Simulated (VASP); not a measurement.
# HfN: single point with PBE

Crystal: HfN.

```xyz
2
Lattice="0.0000 2.2633 2.2633 2.2633 0.0000 2.2633 2.2633 2.2633 0.0000" Properties=species:S:1:pos:R:3 pbc="T T T"
Hf    0.0000    0.0000    0.0000
N     2.2633    2.2633    2.2633
```

```
Program                : VASP 6.6.1
Task                   : single point
Functional             : PBE
Potentials or basis    : VASP PAW PBE potentials, release 64 (Hf_pv, N)
Cutoff                 : 520 eV
k mesh                 : 10 × 10 × 10
Occupations            : fermi-dirac, width 0.02 eV
Spin                   : no spin polarisation
Dipole correction      : no
Further INCAR settings : ALGO = Normal; EDIFF = 1e-06; NBANDS = 14
```

```
Pressure : 1.4 GPa
```

Levels at points of the mesh, in eV from the Fermi level:
```
           k point  band 4  band 5  band 6  band 7  band 8  band 9  band 10  band 11  band 12  band 13
(0.00, 0.00, 0.00)  -17.52   -3.06   -3.06   -3.06   -0.38   -0.38    -0.38     1.70     1.92     1.92
(0.50, 0.00, 0.00)  -14.83   -8.89   -6.19   -6.19    3.22    3.64     3.64     4.36     8.73     8.73
(0.50, 0.50, 0.00)  -16.43   -5.45   -3.82   -3.73   -3.73    4.04     5.45     5.45     5.49     7.89
```

It took 5.4 s on 1 thread of Intel(R) Xeon(R) 6975P-C (Granite Rapids), with other jobs on the host, peak memory 0.14 GiB.

Caveat: spin-orbit coupling is left out, which moves the levels of the heavy elements.
